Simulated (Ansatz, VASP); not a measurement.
# One calculation of Ir2Ru, two programs

```
Ru Ir
1.0
     2.74101    0.00000    0.00000
    -1.37050    2.37378    0.00000
     0.00000    0.00000   13.17290
Ru Ir
2 4
Direct
  0.66667 0.33333 0.92050
  0.33333 0.66667 0.07950
  0.66667 0.33333 0.24452
  0.66667 0.33333 0.58466
  0.33333 0.66667 0.75548
  0.33333 0.66667 0.41534
```

Alike in both runs: functional PBE; k mesh 18 × 18 × 4; occupations gaussian, width 0.1 eV; no spin polarisation.

Ansatz relaxed the structure, and its values are those at the end. VASP's run is a single point on that final structure, the one shown.

|  | VASP | Ansatz |
| --- | --- | --- |
| version | VASP 6.6.1 | Ansatz 0.2.0 |
| potentials or method | VASP PAW PBE potentials, release 64 (Ru_pv, Ir), cutoff 520 eV | scalar-relativistic, plane waves, PAW |
| valence electrons in the cell | 64 | 100 |

VASP gave:

* gap on the k mesh at the Fermi level (eV): none
* pressure (GPa): 0.3
* rms of the force components (eV/Å): 0.007

What did Ansatz give for the same quantities?

gap on the k mesh at the Fermi level (eV): none; pressure (GPa): 0.0; rms of the force components (eV/Å): 0.000.

A gap of «none» marks a metal or a gap that the smearing closes. VASP's potentials hold 64 valence electrons a cell and Ansatz's 100, so a difference there can come from the potentials and not from the codes.

Spin-orbit coupling is off throughout.
